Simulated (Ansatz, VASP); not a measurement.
**One calculation of Ba, two programs**

File INCAR:

```
SYSTEM = Ba
ALGO = Fast
EDIFF = 1E-6
ENCUT = 520
GGA = RP
ISIF = 2
ISMEAR = -1
LASPH = .True.
LCHARG = .True.
LELF = .True.
LREAL = .False.
LVHAR = .True.
LWAVE = .False.
NBANDS = 11
NELM = 60
PREC = Accurate
SIGMA = 0.05
```

File KPOINTS:

```
k-points
0
Gamma
  4 4 4
  0 0 0
```

Contents of POSCAR:

```
Ba
1.0
   -2.5065000000      2.5065000000      2.5065000000
    2.5065000000     -2.5065000000      2.5065000000
    2.5065000000      2.5065000000     -2.5065000000
Ba
1
Direct
    0.0000000000      0.0000000000      0.0000000000
```

File input.yaml:

```yaml
crystal:
  lattice:
    - [-2.5065, 2.5065, 2.5065]
    - [2.5065, -2.5065, 2.5065]
    - [2.5065, 2.5065, -2.5065]
  atoms:
    - { symbol: Ba, position: [0.0, 0.0, 0.0] }
hamiltonian:
  xc: rpbe
  pseudopotentials: { kind: paw }
kpoints:
  mp_grid: { grid: [4, 4, 4] }
  band_path:
    path:
      - [[0.0, 0.0, 0.0], [0.5, -0.5, 0.5], [0.0, 0.0, 0.5], [0.0, 0.0, 0.0], [0.25, 0.25, 0.25], [0.5, -0.5, 0.5]]
      - [[0.25, 0.25, 0.25], [0.0, 0.0, 0.5]]
    npoints: 14
scf:
  occupations: { method: fermi_dirac, width: 0.05 }
  n_extra_bands: 6
output:
  forces: true
  stress: true
  eigenvalues: true
  fatbands: false
  write_density: true
  write_potential: true
  elf: true
  volumetric_format: npy
```

Alike in both runs: functional RPBE; k mesh 4 × 4 × 4; occupations fermi-dirac, width 0.05 eV; no spin polarisation.

|  | VASP | Ansatz |
| --- | --- | --- |
| version | VASP 6.6.1 | Ansatz 0.2.0 |
| potentials or method | VASP PAW PBE potentials, release 64 (Ba_sv) | Ansatz PAW |
| plane-wave cutoff (eV) | 520 | 420 |
| valence electrons in the cell | 10 | 10 |
| task | single point | band structure |

|  | VASP | Ansatz | Ansatz less VASP |
| --- | --- | --- | --- |
| gap on the k mesh at the Fermi level (eV) | none | none | - |
| pressure (GPa) | 1.0 | 1.0 | -0.05 |

VASP's potentials were made for PBE, not for RPBE. A gap of «none» marks a metal or a gap that the smearing closes.

The k mesh is coarse, so the values compare programs but aren't converged. Neither program's run includes spin-orbit coupling.
